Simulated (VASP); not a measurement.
Set up this calculation in VASP 6.6.1, as the native input.

```
Task                   : single point
Functional             : PBEsol
Potentials or basis    : VASP PAW PBE potentials, release 64 (Nb_sv)
Cutoff                 : 520 eV
k mesh                 : 20 × 20 × 20
Occupations            : gaussian, width 0.15 eV
Spin                   : no spin polarisation
Dipole correction      : no
Further INCAR settings : ALGO = Fast; EDIFF = 1e-07; NBANDS = 12
```

The structure of Nb lies in POSCAR:

```
Nb
1.0
    0.0000000000      2.1784500000      2.1150000000
    2.1784500000      0.0000000000      2.1150000000
    2.1784500000      2.1784500000      0.0000000000
Nb
1
Direct
    0.0000000000      0.0000000000      0.0000000000
```

This cell differs from its parent crystal: strain +0.030 along x and y, +0.000 along z.

The input as run:

INCAR

```
SYSTEM = Nb
PREC     = Accurate       ! precision mode
ENCUT    = 520            ! plane-wave cutoff, eV
EDIFF    = 1E-7           ! SCF threshold, eV
ISMEAR   = 0              ! smearing method
SIGMA    = 0.15           ! smearing width, eV
LREAL    = .FALSE.        ! projectors in reciprocal space
LASPH    = .TRUE.         ! aspherical terms in the spheres
NELM     = 100            ! most SCF steps
ALGO     = Fast           ! electronic algorithm
ISIF     = 2              ! what is computed and relaxed
LWAVE    = .FALSE.        ! write WAVECAR
LCHARG   = .FALSE.        ! write CHGCAR
GGA      = PS             ! functional
NBANDS   = 12             ! bands
```

KPOINTS

```
Automatic mesh
0
G
  20 20 20
  0 0 0
```

Potentials or basis: VASP PAW PBE potentials, release 64 (Nb_sv).

Run with:

```console
$ cat potpaw_PBE.64/Nb_sv/POTCAR > POTCAR
$ mpirun -np 1 vasp_std > vasp.out
```

It gave:

The pressure is -15.1 GPa.

Caveat: the cell differs from its parent crystal (strain +0.030 along x and y, +0.000 along z); the PAW data sets were made with another functional, which shifts forces and pressure a little.

Wall time 5.9 min on 1 thread of Intel Xeon 8259CL, on a shared host, peak memory 0.26 GiB.
